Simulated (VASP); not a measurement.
A run of VASP 6.6.1:

INCAR

```
PREC     = Accurate       # precision mode
ENCUT    = 520            # plane-wave cutoff, eV
EDIFF    = 1E-7           # SCF threshold, eV
ISMEAR   = 0              # smearing method
SIGMA    = 0.1            # smearing width, eV
LREAL    = F              # projectors in reciprocal space
LASPH    = T              # aspherical terms in the spheres
NELM     = 80             # most SCF steps
ALGO     = Normal         # electronic algorithm
ISIF     = 2              # what is computed and relaxed
LWAVE    = F              # write WAVECAR
LCHARG   = F              # write CHGCAR
GGA      = PE             # functional
NBANDS   = 36             # bands
```

The input KPOINTS:

```
regular mesh
0
Gamma
  6 6 1
```

File POSCAR:

```
SiC
1.0
    1.5476086190     -2.6804915295      0.0000000000
    1.5476086190      2.6804915295      0.0000000000
    0.0000000000      0.0000000000     15.1822951934
Si C
6 6
Direct
    0.6666773668      0.3333226332      0.6422799370
    0.3333226332      0.6666773668      0.1422799370
   -0.0000166114      1.0000166114      0.9755591465
    1.0000166114     -0.0000166114      0.4755591465
    0.3333506705      0.6666493295      0.8087972986
    0.6666493295      0.3333506705      0.3087972986
    1.0000182362     -0.0000182362      0.8501383370
   -0.0000182362      1.0000182362      0.3501383370
    0.6666800622      0.3333199378      0.5172872116
    0.3333199378      0.6666800622      0.0172872116
    0.3333415942      0.6666584058      0.6837980593
    0.6666584058      0.3333415942      0.1837980593
```

Potentials or basis: VASP PAW PBE potentials, release 64 (Si, C).

Run with:

```console
$ cat potpaw_PBE.64/Si/POTCAR potpaw_PBE.64/C/POTCAR > POTCAR
$ mpirun -np 1 vasp_std > vasp.out
```

Hardware: 1 thread of Intel Xeon 8259CL, with other jobs on the host.

Task: How long does it take, and how much memory?

Result: Run time: 110 s on 1 thread of Intel Xeon 8259CL (shared host), peak memory 0.25 GiB. Counts: scf iterations 16, k points 13.
